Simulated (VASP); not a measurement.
The system is CdF2.

```
Cd F
1.0
     0.00000    2.69400    2.69400
     2.69400    0.00000    2.69400
     2.69400    2.69400    0.00000
Cd F
1 2
Direct
  0.98775 0.02300 0.97505
  0.72247 0.75564 0.76030
  0.24450 0.24640 0.24899
```

This cell differs from its parent crystal: atoms moved at random.

- Program: VASP 6.6.1
- Task: relaxation of the atoms
- Functional: PBE
- Potentials or basis: VASP PAW PBE potentials, release 64 (Cd, F)
- Cutoff: 640 eV
- k mesh: 7 × 7 × 7
- Occupations: gaussian, width 0.03 eV
- Spin: no spin polarisation

At the start: pressure 6.6 GPa; volume 13.03 Å³/atom.

Q: How do energy, volume and symmetry change on relaxing?

A: Over 8 steps the energy falls by 11.8 meV/atom; space group Imm2 (No. 44, to 0.1 Å) before, Fm-3m (No. 225, to 0.1 Å).

Step by step:
| step | energy change (eV) | largest force (eV/Å) | pressure (GPa) |
| --- | --- | --- | --- |
| 1 | 0.0000 | 0.5341 | 6.56 |
| 2 | -0.0205 | 0.3307 | 6.18 |
| 3 | -0.0344 | 0.0955 | 5.94 |
| 4 | -0.0344 | 0.0941 | 5.93 |
| 5 | -0.0351 | 0.0505 | 5.92 |
| 6 | -0.0354 | 0.0147 | 5.92 |
| 7 | -0.0354 | 0.0044 | 5.92 |
| 8 | -0.0354 | 0.0011 | 5.92 |

Final structure:
```yaml
crystal:
  lattice:
    - [0.00000, 2.69400, 2.69400]
    - [2.69400, 0.00000, 2.69400]
    - [2.69400, 2.69400, 0.00000]
  atoms:
    - { symbol: Cd, position: [0.98490, 0.00835, 0.99478] }
    - { symbol: F, position: [0.73495, 0.75833, 0.74479] }
    - { symbol: F, position: [0.23487, 0.25836, 0.24478] }
```

Caveat: the cell differs from its parent crystal (atoms moved at random).
